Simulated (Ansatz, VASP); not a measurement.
**One calculation of InSb, two programs**

```
In Sb
1.0
     6.08242    0.00000    0.00000
     0.06582    6.08206    0.00000
     0.06582    0.06510    6.08172
In Sb
4 4
Direct
  0.00000 0.00000 0.00000
  0.50000 0.50000 0.00000
  0.00000 0.50000 0.50000
  0.50000 0.00000 0.50000
  0.50000 0.50000 0.50000
  0.00000 0.00000 0.50000
  0.50000 0.00000 0.00000
  0.00000 0.50000 0.00000
```

Alike in both runs: task single point; functional r2SCAN; k mesh 4 × 4 × 4; no spin polarisation.

|  | VASP | Ansatz |
| --- | --- | --- |
| version | VASP 6.6.1 | Ansatz 0.2.0 |
| potentials or method | VASP PAW PBE potentials, release 64 (In_d, Sb), cutoff 520 eV | PAW plane waves |
| occupations | methfessel-paxton of order 1, width 0.0186 eV | cold, width 0.0186 eV |
| valence electrons in the cell | 72 | 112 |

|  | VASP | Ansatz | Ansatz less VASP |
| --- | --- | --- | --- |
| pressure (GPa) | 0.7 | 0.7 | -0.05 |
| traceless stress, the component that is largest in VASP (GPa) | 0.75 | 0.75 | +0.002 |

VASP's potentials were made for PBE, not for r2SCAN. VASP's potentials hold 72 valence electrons a cell and Ansatz's 112, so a difference there can come from the potentials and not from the codes. Ansatz's warnings: structure snapped to symmetry.

Spin-orbit coupling is off throughout.
